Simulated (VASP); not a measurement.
A run of VASP 6.6.1:

INCAR

```
SYSTEM = BP
PREC = Accurate
ENCUT = 520
EDIFF = 1E-6
ISMEAR = -1
SIGMA = 0.05
LREAL = .False.
LASPH = .True.
NELM = 80
ALGO = Normal
ISIF = 2
LWAVE = .False.
LCHARG = .False.
GGA = PE
NBANDS = 11
```

File KPOINTS:

```
Automatic mesh
0
Gamma
  15 15 15
  0 0 0
```

Contents of POSCAR:

```
BP
1.0
    0.0000000000      2.2690000000      2.3370700000
    2.2690000000      0.0000000000      2.3370700000
    2.2690000000      2.2690000000      0.0000000000
B P
1 1
Direct
    0.0000000000      0.0000000000      0.0000000000
    0.7500000000      0.7500000000      0.7500000000
```

Potentials or basis: VASP PAW PBE potentials, release 64 (B, P).

Launch:

```bash
$ cat potpaw_PBE.64/B/POTCAR potpaw_PBE.64/P/POTCAR > POTCAR
$ mpirun -np 1 vasp_std > vasp.out
```

Hardware: 1 thread of Intel Xeon 6975P-C (shared host).

Task: How long does it take, and how much memory?

Result: Run time: 27 s on 1 thread of Intel Xeon 6975P-C, on a shared host, peak memory 0.19 GiB. Counts: scf iterations 13, k points 288.
